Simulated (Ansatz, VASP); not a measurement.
Pb in VASP and in Ansatz

File INCAR:

```
SYSTEM = Pb
PREC     = Accurate       ! precision mode
ENCUT    = 520            ! plane-wave cutoff, eV
EDIFF    = 1E-6           ! SCF threshold, eV
ISMEAR   = 0              ! smearing method
SIGMA    = 0.1            ! smearing width, eV
LREAL    = .False.        ! projectors in reciprocal space
LASPH    = .True.         ! aspherical terms in the spheres
NELM     = 100            ! most SCF steps
ALGO     = Fast           ! electronic algorithm
ISIF     = 2              ! what is computed and relaxed
LWAVE    = .False.        ! write WAVECAR
LCHARG   = .True.         ! write CHGCAR
GGA      = PE             ! functional
IVDW     = 12             ! dispersion correction
LELF     = .True.         ! ELF
LVHAR    = .True.       
NBANDS   = 13             ! bands
```

Contents of KPOINTS:

```
Automatic mesh
0
Gamma
  14 14 14
  0 0 0
```

POSCAR

```
Pb
1.0
    0.0000000000      2.3761048448      2.3761048448
    2.3761048448      0.0000000000      2.3761048448
    2.3761048448      2.3761048448      0.0000000000
Pb
1
Direct
    0.0000000000      0.0000000000      0.0000000000
```

Input for Ansatz:

```yaml
crystal:
  lattice:
    - [0.0, 2.3761048448, 2.3761048448]
    - [2.3761048448, 0.0, 2.3761048448]
    - [2.3761048448, 2.3761048448, 0.0]
  atoms:
    - { symbol: Pb, position: [0.0, 0.0, 0.0] }
basis:
  ecutwfc: 420
kpoints:
  mp_grid: { grid: [14, 14, 14] }
hamiltonian:
  xc: pbe
  dispersion: d3bj
scf:
  occupations: { method: gaussian, width: 0.1 }
output:
  forces: true
  stress: true
  eigenvalues: true
```

Alike in both runs: task single point; functional PBE; dispersion D3(BJ); k mesh 14 × 14 × 14; occupations gaussian, width 0.1 eV; no spin polarisation.

|  | VASP | Ansatz |
| --- | --- | --- |
| version | VASP 6.6.1 | Ansatz 0.2.0 |
| potentials or method | VASP PAW PBE potentials, release 64 (Pb_d), cutoff 520 eV | scalar-relativistic, plane waves, PAW |
| valence electrons in the cell | 14 | 14 |

|  | VASP | Ansatz | Ansatz less VASP |
| --- | --- | --- | --- |
| gap on the k mesh at the Fermi level (eV) | none | none | - |
| pressure (GPa) | 8.0 | 8.0 | +0.01 |

A gap of «none» marks a metal or a gap that the smearing closes.

Neither program's run includes spin-orbit coupling.
